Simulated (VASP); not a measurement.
# KCl (I4mm) in VASP: further runs

The runs below take KCl through single point, with PBE.

Everything below comes from runs of VASP 6.6.1. Logs are shortened: lines on timing, memory, paths and dates and some standing lists are left out, and cuts for length are marked.

### Step 1. The cell of the first run

It takes space group I4mm (No. 107, tetragonal). The conventional cell has a = 4.463 Å, b = 4.463 Å, c = 6.312 Å, α = 90.00°, β = 90.00°, γ = 90.00°. K (site symmetry 4mm) has 6 Cl at 2.84 to 3.47 Å within 3.7 Å. Cl (site symmetry 4mm) has 6 K at 2.84 to 3.47 Å within 3.7 Å.

### Step 2. Single point, PBE (all K atoms moved +0.312 Å, as atom 1 along Cartesian [0 0 1])

INCAR

```
PREC = Accurate
ENCUT = 520
EDIFF = 1E-7
ISMEAR = 0
SIGMA = 0.05
LREAL = F
LASPH = T
NELM = 80
ALGO = Normal
ISIF = 2
LWAVE = F
LCHARG = F
GGA = PE
NBANDS = 15
```

KPOINTS

```
regular mesh
0
Gamma
  6 6 6
```

POSCAR

```
KCl
1.0
    0.0000000000      3.1561000000      3.1561000000
    3.1561000000      0.0000000000      3.1561000000
    3.1561000000      3.1561000000      0.0000000000
K Cl
1 1
Direct
    0.0495073033      0.0495073033     -0.0495073033
    0.5000000000      0.5000000000      0.5000000000
```

Potentials or basis: VASP PAW PBE potentials, release 64 (K_sv, Cl).

Started as:

```console
$ cat potpaw_PBE.64/K_sv/POTCAR potpaw_PBE.64/Cl/POTCAR > POTCAR
$ mpirun -np 1 vasp_std > vasp.out
```

OUTCAR:

```text
PREC = Accurate
   ENCUT = 520
   EDIFF = 1E-7
   ISMEAR = 0
   LREAL = F
   LASPH = T
   NELM = 80
   ISIF = 2
   GGA = PE

 ion  position               nearest neighbor table
   1  0.050  0.050  0.950-   2 2.84   2 3.17   2 3.17   2 3.17   2 3.17
   2  0.500  0.500  0.500-   1 2.84   1 3.17   1 3.17   1 3.17   1 3.17

  LATTYP: Found a face centered cubic cell.
 ALAT       =     6.3122000000

  Lattice vectors:

 A1 = (   0.0000000000,   3.1561000000,   3.1561000000)
 A2 = (   3.1561000000,   0.0000000000,   3.1561000000)
 A3 = (   3.1561000000,   3.1561000000,   0.0000000000)

Analysis of symmetry for initial positions (statically):
=====================================================================
 Subroutine PRICEL returns:
 Original cell was already a primitive cell.

 Routine SETGRP: Setting up the symmetry group for a
 face centered cubic supercell.

 Subroutine GETGRP returns: Found  8 space group operations
 (whereof  8 operations were pure point group operations)
 out of a pool of 48 trial point group operations.

The static configuration has the point symmetry C_4v.

Analysis of symmetry for dynamics (positions and initial velocities):
=====================================================================
 Subroutine PRICEL returns:
 Original cell was already a primitive cell.

 Routine SETGRP: Setting up the symmetry group for a
 face centered cubic supercell.

 Subroutine GETGRP returns: Found  8 space group operations
 (whereof  8 operations were pure point group operations)
 out of a pool of 48 trial point group operations.

The dynamic configuration has the point symmetry C_4v.

 Subroutine INISYM returns: Found  8 space group operations
 (whereof  8 operations are pure point group operations),
 and found     1 'primitive' translations

----------------------------------------------------------------------------------------

                                     Primitive cell

  volume of cell :      62.8756

  direct lattice vectors                    reciprocal lattice vectors
     0.000000000  3.156100000  3.156100000    -0.158423371  0.158423371  0.158423371
     3.156100000  0.000000000  3.156100000     0.158423371 -0.158423371  0.158423371
     3.156100000  3.156100000  0.000000000     0.158423371  0.158423371 -0.158423371

  length of vectors
[... 91 lines left out ...]
   TEBEG  =    0.0;   TEEND  =   0.0 temperature during run
   PSTRESS=    0.0 pullay stress
   NELECT =      16.0000    total number of electrons
   NUPDOWN=      -1.0000    fix difference up-down
   EMIN   =  10.00;   EMAX   =-10.00  energy-range for DOS
   EFERMI =   0.00;   METHOD = LEGACY
   ISMEAR =     0;   SIGMA  =   0.05  broadening in eV -4-tet -1-fermi 0-gaus
   EFERMI_NEDOS =   21; number of points for ismear=-14 and -15
   IALGO  =     38    algorithm
   IMIX   =      4    mixing-type and parameters
     AMIX     =   0.40;   BMIX     =  1.00
     AMIX_MAG =   1.60;   BMIX_MAG =  1.00
  volume/ion in A,a.u.               =      31.44       212.15
  Fermi-wavevector in a.u.,A,eV,Ry     =   1.037419  1.960437 14.643101  1.076238
  Thomas-Fermi vector in A             =   2.171856
   LORBIT       =      0    0 simple, 1 ext, 2 COOP (PROOUT), +10 PAW based schemes
   GGA     = PE    functional components
   LHFCALC =     F    Hartree Fock is set to
   AEXX    =    0.0000 exact exchange contribution
   IVDW    =     0    specifies the selected vdW correction
   LEPSILON=     F    determine dielectric tensor
   LRPA    =     F    only Hartree local field effects (RPA)
 non-spin polarized calculation
 Gauss-broadening in eV      SIGMA  =   0.05
  energy-cutoff  :      520.00
  volume of cell :       62.88
 maximum number of plane-waves:      1711
 NGX is ok and might be reduce to    36
   NGX = 17   NGY = 17   NGZ = 17

 number of electron      16.0000002 magnetization

 Free energy of the ion-electron system (eV)
  ---------------------------------------------------
  ext. energy  EPLUGINS =         0.00000000
  ---------------------------------------------------
  free energy    TOTEN  =        -6.73276993 eV

  energy without entropy =       -6.73276993  energy(sigma->0) =       -6.73276993

 E-fermi :  -1.5687     XC(G=0):  -7.4872

 val. band max:       -1.9092940713   @ k =   0.0000   0.0000   0.0000
 cond. band min:       3.2663465888   @ k =   0.0000   0.0000   0.0000
 fundamental gap:      5.1756406601
 Fermi energy:        -1.5686669062

 k-point     1 :       0.0000    0.0000    0.0000
  band No.  band energies     occupation
      1     -29.0662      2.00000
      2     -14.0316      2.00000
      3     -12.5282      2.00000
      4     -12.5282      2.00000
      5     -12.5126      2.00000
      6      -1.9184      2.00000
      7      -1.9184      2.00000
      8      -1.9093      2.00000
      9       3.2663      0.00000
     10       6.5641      0.00000
     11       6.6003      0.00000
     12       6.6003      0.00000
     13       7.4077      0.00000
     14       7.5883      0.00000
[... 401 lines left out ...]
      2     -14.1008      2.00000
      3     -12.5871      2.00000
      4     -12.5803      2.00000
      5     -12.3829      2.00000
      6      -2.6249      2.00000
      7      -2.2164      2.00000
      8      -2.1840      2.00000
      9       5.7465      0.00000
     10       5.8923      0.00000
     11       7.9855      0.00000
     12       8.3691      0.00000
     13       8.6604      0.00000
     14       9.5137      0.00000
     15       9.7562      0.00000

 [... further k-points ...]

------------------------ aborting loop because EDIFF is reached ----------------------------------------

  FORCE on cell =-STRESS in cart. coord.  units (eV):
  Direction    XX          YY          ZZ          XY          YZ          ZX
  --------------------------------------------------------------------------------------
  -------------------------------------------------------------------------------------
  Total        0.1744322      0.1744322      1.2096563      0.0000000     -0.0000000      0.0000000
  in kB        4.4448272      4.4448272     30.8240931      0.0000000     -0.0000000      0.0000000
  external PRESSURE =      13.2379158 kB  Pullay stress =       0.0000000 kB

 VOLUME and BASIS-vectors are now :
 -----------------------------------------------------------------------------
  energy-cutoff  :      520.00
  volume of cell :       62.88
      direct lattice vectors                 reciprocal lattice vectors
     0.000000000  3.156100000  3.156100000    -0.158423371  0.158423371  0.158423371
     3.156100000  0.000000000  3.156100000     0.158423371 -0.158423371  0.158423371
     3.156100000  3.156100000  0.000000000     0.158423371  0.158423371 -0.158423371

 POSITION                                       TOTAL-FORCE (eV/Angst)
 -----------------------------------------------------------------------------------
      3.15610      3.15610      0.31250         0.000000      0.000000     -0.543152
      3.15610      3.15610      3.15610         0.000000      0.000000      0.543152
 -----------------------------------------------------------------------------------
    total drift:                               -0.000000     -0.000000     -0.000121

  FREE ENERGIE OF THE ION-ELECTRON SYSTEM (eV)
  ---------------------------------------------------
  free  energy   TOTEN  =        -6.7327699340 eV

  energy  without entropy=       -6.7327699340  energy(sigma->0) =       -6.73276993
```

stdout:

```text
POSCAR found type information on POSCAR K Cl
 POSCAR found :  2 types and       2 ions
 scaLAPACK will be used
 LDA part: xc-table for (Slater+PW92), standard interpolation
 POSCAR, INCAR and KPOINTS ok, starting setup
 FFT: planning ... GRIDC
 FFT: planning ... GRID_SOFT
 FFT: planning ... GRID
 WAVECAR not read
 entering main loop
```

Run time: 24 s. Hardware: 1 thread of Intel Xeon Platinum 8488C (Sapphire Rapids), shared host; peak memory 0.2 GiB.

What came out:

```
Free energy            : -6.7328 eV
Pressure               : 1.3 GPa
Largest force          : 0.543 eV/Å
Band gap on the k mesh : 5.18 eV, direct
```

Forces in eV/Å, atoms in the order of the input:
```
K    0.000  0.000 -0.543
Cl   0.000  0.000  0.543
```

Stress tensor (GPa, compression positive):
```
0.44 0.00 0.00
0.00 0.44 0.00
0.00 0.00 3.08
```

Caveat: the cell differs from its parent crystal (all K atoms moved +0.312 Å, as atom 1 along Cartesian [0 0 1]).

[end of part 1 of 2]
